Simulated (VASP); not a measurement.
# Si2Mo (P6/mmm) in VASP: a series of runs

Si2Mo is run at these levels: PBE; tasks: single point.

All numbers are computed with VASP 6.6.1; they aren't measurements. Logs are shortened: lines on timing, memory, paths and dates and some standing lists are left out, and cuts for length are marked.

## (1) The cell of the first run

Symmetry: P6/mmm, No. 191, hexagonal system. Conventional cell: a = 5.224 Å, b = 5.224 Å, c = 4.106 Å, α = 90.00°, β = 90.00°, γ = 120.00°. Si (site symmetry mmm) has 4 Mo at 2.55 Å and 6 Si at 2.61 Å within 3.4 Å. Within 3.4 Å of Si (site symmetry 6/mmm) lie 6 Si at 2.61 Å. Within 3.4 Å of Mo (site symmetry -6m2) lie 6 Si at 2.55 Å and 3 Mo at 3.02 Å.

The cell was built from a structure type or drawn by symmetry, and may not be a known phase.

## (2) Single point, PBE

File INCAR:

```
SYSTEM = Si2Mo
PREC = Accurate ; ENCUT = 520
EDIFF = 1E-7 ; ISMEAR = 0
SIGMA = 0.1 ; LREAL = .FALSE.
LASPH = .TRUE. ; NELM = 80
ALGO = Normal ; ISIF = 2
LWAVE = .FALSE. ; LCHARG = .FALSE.
GGA = PE ; NBANDS = 31
```

File KPOINTS:

```
Automatic mesh
0
G
  6 6 2
  0 0 0
```

File POSCAR:

```
Si2Mo
1.0
    5.2238886267     -0.0000000040      0.0000000000
   -2.6119443099      4.5240202593      0.0000000000
    0.0000000000      0.0000000000      4.1063683484
Si Mo
4 2
Direct
    0.5000000000      0.0000000000      0.0000000000
    0.0000000000      0.5000000000      0.0000000000
    0.5000000000      0.5000000000      0.0000000000
    0.0000000000      0.0000000000      0.0000000000
    0.3333333333      0.6666666667      0.5000000000
    0.6666666667      0.3333333333      0.5000000000
```

Potentials or basis: VASP PAW PBE potentials, release 64 (Si, Mo_sv).

Command:

```bash
> cat potpaw_PBE.64/Si/POTCAR potpaw_PBE.64/Mo_sv/POTCAR > POTCAR
> mpirun -np 1 vasp_std > vasp.out
```

OUTCAR:

```text
SYSTEM = Si2Mo
   PREC = Accurate
   ENCUT = 520
   EDIFF = 1E-7
   ISMEAR = 0
   LREAL = .FALSE.
   LASPH = .TRUE.
   NELM = 80
   ISIF = 2
   GGA = PE

 ion  position               nearest neighbor table
   1  0.500  0.000  0.000-   5 2.55   6 2.55   5 2.55   6 2.55   4 2.61   4 2.61   2 2.61   2 2.61
                             3 2.61   3 2.61
   2  0.000  0.500  0.000-   5 2.55   6 2.55   5 2.55   6 2.55   3 2.61   3 2.61   1 2.61   1 2.61
                             4 2.61   4 2.61
   3  0.500  0.500  0.000-   5 2.55   6 2.55   5 2.55   6 2.55   2 2.61   2 2.61   4 2.61   4 2.61
                             1 2.61   1 2.61
   4  0.000  0.000  0.000-   1 2.61   1 2.61   3 2.61   3 2.61   2 2.61   2 2.61
   5  0.333  0.667  0.500-   2 2.55   2 2.55   1 2.55   1 2.55   3 2.55   3 2.55   6 3.02   6 3.02
                             6 3.02
   6  0.667  0.333  0.500-   2 2.55   2 2.55   1 2.55   1 2.55   3 2.55   3 2.55   5 3.02   5 3.02
                             5 3.02

  LATTYP: Found a hexagonal cell.
 ALAT       =     5.2238886267
 C/A-ratio  =     0.7860750184

  Lattice vectors:

 A1 = (   5.2238886267,  -0.0000000040,   0.0000000000)
 A2 = (  -2.6119443099,   4.5240202593,   0.0000000000)
 A3 = (   0.0000000000,   0.0000000000,   4.1063683484)

Analysis of symmetry for initial positions (statically):
=====================================================================
 Subroutine PRICEL returns:
 Original cell was already a primitive cell.

 Routine SETGRP: Setting up the symmetry group for a
 hexagonal supercell.

 Subroutine GETGRP returns: Found 24 space group operations
 (whereof 24 operations were pure point group operations)
 out of a pool of 24 trial point group operations.

The static configuration has the point symmetry D_6h.

Analysis of symmetry for dynamics (positions and initial velocities):
=====================================================================
 Subroutine PRICEL returns:
 Original cell was already a primitive cell.

 Routine SETGRP: Setting up the symmetry group for a
 hexagonal supercell.

 Subroutine GETGRP returns: Found 24 space group operations
 (whereof 24 operations were pure point group operations)
 out of a pool of 24 trial point group operations.

The dynamic configuration has the point symmetry D_6h.

 Subroutine INISYM returns: Found 24 space group operations
 (whereof 24 operations are pure point group operations),
 and found     1 'primitive' translations

[... 96 lines left out ...]
   NFREE  =      0    steps in history (QN), initial steepest desc. (CG)
   ISIF   =      2    stress and relaxation
   ISYM   =      2    0-nonsym 1-usesym 2-fastsym
   POTIM  = 0.5000    time-step for ionic-motion
   TEBEG  =    0.0;   TEEND  =   0.0 temperature during run
   PSTRESS=    0.0 pullay stress
   NELECT =      44.0000    total number of electrons
   NUPDOWN=      -1.0000    fix difference up-down
   EMIN   =  10.00;   EMAX   =-10.00  energy-range for DOS
   EFERMI =   0.00;   METHOD = LEGACY
   ISMEAR =     0;   SIGMA  =   0.10  broadening in eV -4-tet -1-fermi 0-gaus
   EFERMI_NEDOS =   21; number of points for ismear=-14 and -15
   IALGO  =     38    algorithm
   IMIX   =      4    mixing-type and parameters
     AMIX     =   0.40;   BMIX     =  1.00
     AMIX_MAG =   1.60;   BMIX_MAG =  1.00
  volume/ion in A,a.u.               =      16.17       109.15
  Fermi-wavevector in a.u.,A,eV,Ry     =   1.257671  2.376653 21.520819  1.581736
  Thomas-Fermi vector in A             =   2.391318
   LORBIT       =      0    0 simple, 1 ext, 2 COOP (PROOUT), +10 PAW based schemes
   GGA     = PE    functional components
   LHFCALC =     F    Hartree Fock is set to
   AEXX    =    0.0000 exact exchange contribution
   IVDW    =     0    specifies the selected vdW correction
   LEPSILON=     F    determine dielectric tensor
   LRPA    =     F    only Hartree local field effects (RPA)
 non-spin polarized calculation
 Gauss-broadening in eV      SIGMA  =   0.10
  energy-cutoff  :      520.00
  volume of cell :       97.05
 maximum number of plane-waves:      2628
 NGX is ok and might be reduce to    40
   NGX = 19   NGY = 19   NGZ = 15

 number of electron      43.9999995 magnetization

 Free energy of the ion-electron system (eV)
  ---------------------------------------------------
  ext. energy  EPLUGINS =         0.00000000
  ---------------------------------------------------
  free energy    TOTEN  =       -41.90899638 eV

  energy without entropy =      -41.89406277  energy(sigma->0) =      -41.90152958

 E-fermi :   9.5247     XC(G=0): -11.3415

 val. band max:        9.5113835518   @ k =   0.5000  -0.0000   0.0000
 cond. band min:       9.5453532523   @ k =   0.3333   0.3333   0.5000
 fundamental gap:      0.0339697005
 Fermi energy:         9.5247438638

 k-point     1 :       0.0000    0.0000    0.0000
  band No.  band energies     occupation
      1     -51.1407      2.00000
      2     -51.0871      2.00000
      3     -25.4272      2.00000
      4     -25.4272      2.00000
      5     -25.2345      2.00000
      6     -25.1598      2.00000
[... 465 lines left out ...]
     30      13.0030      0.00000
     31      13.1819      0.00000

------------------------ aborting loop because EDIFF is reached ----------------------------------------

  FORCE on cell =-STRESS in cart. coord.  units (eV):
  Direction    XX          YY          ZZ          XY          YZ          ZX
  --------------------------------------------------------------------------------------
  -------------------------------------------------------------------------------------
  Total       -0.0199015     -0.0199015      0.1589815      0.0000000     -0.0000000      0.0000000
  in kB       -0.3285636     -0.3285636      2.6247076      0.0000000     -0.0000000      0.0000000
  external PRESSURE =       0.6558601 kB  Pullay stress =       0.0000000 kB

 VOLUME and BASIS-vectors are now :
 -----------------------------------------------------------------------------
  energy-cutoff  :      520.00
  volume of cell :       97.05
      direct lattice vectors                 reciprocal lattice vectors
     5.223888627 -0.000000004  0.000000000     0.191428277  0.110521167  0.000000000
    -2.611944310  4.524020259  0.000000000     0.000000000  0.221042335  0.000000000
     0.000000000  0.000000000  4.106368348     0.000000000  0.000000000  0.243524184

 POSITION                                       TOTAL-FORCE (eV/Angst)
 -----------------------------------------------------------------------------------
      2.61194     -0.00000      0.00000         0.000000      0.000000     -0.000000
     -1.30597      2.26201      0.00000        -0.000000      0.000000     -0.000000
      1.30597      2.26201      0.00000        -0.000000      0.000000     -0.000000
      0.00000      0.00000      0.00000        -0.000000      0.000000     -0.000000
      0.00000      3.01601      2.05318        -0.000000     -0.000000     -0.000000
      2.61194      1.50801      2.05318         0.000000      0.000000      0.000000
 -----------------------------------------------------------------------------------
    total drift:                               -0.000000      0.000000      0.000000

  FREE ENERGIE OF THE ION-ELECTRON SYSTEM (eV)
  ---------------------------------------------------
  free  energy   TOTEN  =       -41.9089963824 eV

  energy  without entropy=      -41.8940627680  energy(sigma->0) =      -41.90152958
```

stdout:

```text
POSCAR found type information on POSCAR SiMo
 POSCAR found :  2 types and       6 ions
 scaLAPACK will be used
 LDA part: xc-table for (Slater+PW92), standard interpolation
 POSCAR, INCAR and KPOINTS ok, starting setup
 FFT: planning ... GRIDC
 FFT: planning ... GRID_SOFT
 FFT: planning ... GRID
 WAVECAR not read
 entering main loop
```

Run time: 52 s. Hardware: 1 thread of Intel Xeon 8259CL, shared host; peak memory 0.22 GiB.

What came out:

```yaml
Free_energy: -41.9090 eV
Pressure: 0.1 GPa
Band_gap_on_the_k_mesh: zero (bands 22 and 23 overlap by 1.61 eV)
```

Stress tensor (GPa, compression positive):
```
-0.03  0.00  0.00
 0.00 -0.03  0.00
 0.00  0.00  0.26
```

Levels at points of the mesh, in eV from the Fermi level:
```
           k point  band 20  band 21  band 22  band 23  band 24  band 25
(0.00, 0.00, 0.00)    -0.64    -0.64    -0.35    -0.35     0.50     0.50
(0.50, 0.00, 0.00)    -0.31    -0.25    -0.01     1.06     1.45     1.59
(0.00, 0.00, 0.50)    -1.38    -1.38    -0.92     0.71     0.71     1.13
(0.50, 0.00, 0.50)    -1.45    -1.06    -0.92    -0.35     0.64     0.94
```

Caveat: the k points lie up to 0.77 Å⁻¹ apart, too coarse for converged energies and pressures of a metal.

## (3) Single point, PBE

This run uses another cell than the first one, of 18.00 Å³/atom.

File INCAR:

```
  PREC = Accurate
  ENCUT = 520
  EDIFF = 1E-7
  ISMEAR = 0
  SIGMA = 0.1
  LREAL = False
  LASPH = True
  NELM = 60
  ALGO = Normal
  ISIF = 2
  LWAVE = False
  LCHARG = False
  GGA = PE
  NBANDS = 31
```

File KPOINTS:

```
Automatic mesh
0
Gamma
  6 6 2
```

File POSCAR:

```
Si2Mo
1.0
    3.8037288900      0.0000000000      0.0000000000
   -1.9018644400      3.2941258400      0.0000000000
    0.0000000000      0.0000000000      8.6213034100
Si Mo
4 2
Direct
    0.5000000000      0.0000000000      0.0000000000
    0.0000000000      0.5000000000      0.0000000000
    0.5000000000      0.5000000000      0.0000000000
    0.0000000000      0.0000000000      0.0000000000
    0.3333333300      0.6666666700      0.5000000000
    0.6666666700      0.3333333300      0.5000000000
```

Potentials or basis: VASP PAW PBE potentials, release 64 (Si, Mo_sv).

Command:

```bash
> cat potpaw_PBE.64/Si/POTCAR potpaw_PBE.64/Mo_sv/POTCAR > POTCAR
> mpirun -np 1 vasp_std > vasp.out
```

It took 92 s on 1 thread of Intel Xeon 8259CL, shared host; peak memory 0.22 GiB.

It converged, with:

* Free energy: -14.8290 eV
* Pressure: 100.7 GPa
* Band gap on the k mesh: zero (bands 22 and 23 overlap by 0.71 eV)

Stress tensor (GPa, compression positive):
```
152.82   0.00   0.00
  0.00 152.82   0.00
  0.00   0.00  -3.42
```

Levels at points of the mesh, in eV from the Fermi level:
```tsv
k point	band 20	band 21	band 22	band 23	band 24	band 25
(0.00, 0.00, 0.00)	-2.14	-0.45	-0.45	0.61	0.61	1.07
(0.50, 0.00, 0.00)	-0.09	0.03	0.03	0.83	0.83	1.48
(0.00, 0.00, 0.50)	-2.13	-0.58	-0.45	-0.45	0.61	0.61
(0.50, 0.00, 0.50)	0.03	0.03	0.26	0.59	0.98	1.54
```

Caveat: the k points lie up to 0.36 Å⁻¹ apart, too coarse for converged energies and pressures of a metal.

## (4) Single point, PBE

This run uses another cell than the first one, of 16.30 Å³/atom.

File INCAR:

```
SYSTEM = Si2Mo
  PREC = Accurate
  ENCUT = 520
  EDIFF = 1E-6
  ISMEAR = 0
  SIGMA = 0.1
  LREAL = .False.
  LASPH = .True.
  NELM = 80
  ALGO = Normal
  ISIF = 2
  LWAVE = .False.
  LCHARG = .False.
  GGA = PE
  NBANDS = 31
```

File KPOINTS:

```
regular mesh
0
Gamma
  6 6 4
  0 0 0
```

File POSCAR:

```
Si2Mo
1.0
    5.2886935032      0.0000000000      0.0000000000
   -2.6443467516      4.5801429266      0.0000000000
    0.0000000000      0.0000000000      4.0386210134
Si Mo
4 2
Direct
    0.5000000000      0.0000000000      0.0000000000
    0.0000000000      0.5000000000      0.0000000000
    0.5000000000      0.5000000000      0.0000000000
    0.0000000000      0.0000000000      0.0000000000
    0.3333333333      0.6666666667      0.5000000000
    0.6666666667      0.3333333333      0.5000000000
```

Command:

```bash
> cat potpaw_PBE.64/Si/POTCAR potpaw_PBE.64/Mo_sv/POTCAR > POTCAR
> mpirun -np 1 vasp_std > vasp.out
```

It took 1.7 min on 1 thread of Intel Xeon 8259CL, shared host; peak memory 0.23 GiB.

It converged, with:

```
Free energy            : -41.8842 eV
Pressure               : -0.1 GPa
Band gap on the k mesh : zero (bands 22 and 23 overlap by 1.88 eV)
```

Levels at points of the mesh, in eV from the Fermi level:
| k point | band 18 | band 19 | band 20 | band 21 | band 22 | band 23 | band 24 | band 25 | band 26 | band 27 |
| --- | --- | --- | --- | --- | --- | --- | --- | --- | --- | --- |
| (0.00, 0.00, 0.00) | -2.61 | -2.49 | -0.88 | -0.88 | -0.55 | -0.55 | 0.38 | 0.38 | 3.00 | 3.47 |
| (0.50, 0.00, 0.00) | -2.75 | -1.41 | -0.60 | -0.39 | -0.32 | 1.01 | 1.47 | 1.48 | 1.75 | 1.97 |
| (0.00, 0.00, 0.50) | -2.53 | -1.66 | -1.54 | -1.54 | -1.03 | 0.40 | 0.40 | 0.89 | 2.53 | 2.53 |
| (0.50, 0.00, 0.50) | -2.60 | -2.53 | -1.59 | -1.18 | -1.04 | -0.47 | 0.52 | 0.66 | 1.49 | 2.48 |

Caveat: the k points lie up to 0.39 Å⁻¹ apart, too coarse for converged energies and pressures of a metal.

## (5) The runs side by side

| cell | k mesh | gap on the mesh (eV) | pressure (GPa) |
| --- | --- | --- | --- |
| a = 5.224, b = 5.224, c = 4.106 Å, angles 90.0, 90.0, 120.0°, 6 atoms | 6 × 6 × 2 | none | 0.1 |
| a = 3.804, b = 3.804, c = 8.621 Å, angles 90.0, 90.0, 120.0°, 6 atoms | 6 × 6 × 2 | none | 100.7 |
| a = 5.289, b = 5.289, c = 4.039 Å, angles 90.0, 90.0, 120.0°, 6 atoms | 6 × 6 × 4 | none | -0.1 |

Alike in all rows: task single point; level PBE; potentials or basis VASP PAW PBE potentials, release 64 (Si, Mo_sv); no spin polarisation; cutoff (eV) 520; smearing gaussian 0.1 eV.

Caveats: all runs use coarse meshes.

Total energies depend on the potentials used, so only differences within one code and one set of settings carry meaning.
